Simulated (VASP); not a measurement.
Set up this calculation in VASP 6.6.1, as the native input.

```yaml
Task: electric field gradients
Functional: PBEsol
Potentials_or_basis: VASP PAW PBE potentials, release 64 (Sb)
Cutoff: 400 eV
k_mesh: 9 × 9 × 9
Occupations: fermi-dirac, width 0.05 eV
Spin: no spin polarisation
Dipole_correction: no
Further_INCAR_settings: ALGO = Normal; EDIFF = 1e-08; NBANDS = 12
```

The structure of Sb lies in POSCAR:

```
Sb
1.0
    2.1506003320      1.2416496806      3.8188800000
   -2.1506003320      1.2416496806      3.8188800000
    0.0000000000     -2.4832993611      3.8188800000
Sb
2
Direct
    0.2336400000      0.2336400000      0.2336400000
    0.7663600000      0.7663600000      0.7663600000
```

This cell differs from its parent crystal: zz strain of +2 %.

The input as run:

INCAR

```
PREC = Accurate ; ENCUT = 400
EDIFF = 1E-8 ; ISMEAR = -1
SIGMA = 0.05 ; LREAL = False
LASPH = True ; NELM = 120
ALGO = Normal ; ISIF = 2
LWAVE = False ; LCHARG = False
GGA = PS ; LEFG = True
NBANDS = 12 ; GGA_COMPAT = False
```

KPOINTS

```
Automatic mesh
0
Gamma
  9 9 9
```

Potentials or basis: VASP PAW PBE potentials, release 64 (Sb).

Run with:

```bash
$ cat potpaw_PBE.64/Sb/POTCAR > POTCAR
$ mpirun -np 1 vasp_std > vasp.out
```

It gave:

```json
{
 "Pressure": "-0.4 GPa",
 "Largest force": "0.067 eV/Å",
 "Band gap on the k mesh": "0.05 eV, indirect (least direct gap 0.51 eV)"
}
```

Caveat: the cell differs from its parent crystal (zz strain of +2 %); without QUAD_EFG the Cq values of the log hold for a quadrupole moment of 1 mb, not for the nuclei; the PAW data sets were made with another functional, which shifts forces and pressure a little; spin-orbit coupling is left out, which moves the levels of the heavy elements.

Run time: 71 s on 1 thread of Intel Xeon 8259CL (shared host), peak memory 0.18 GiB.
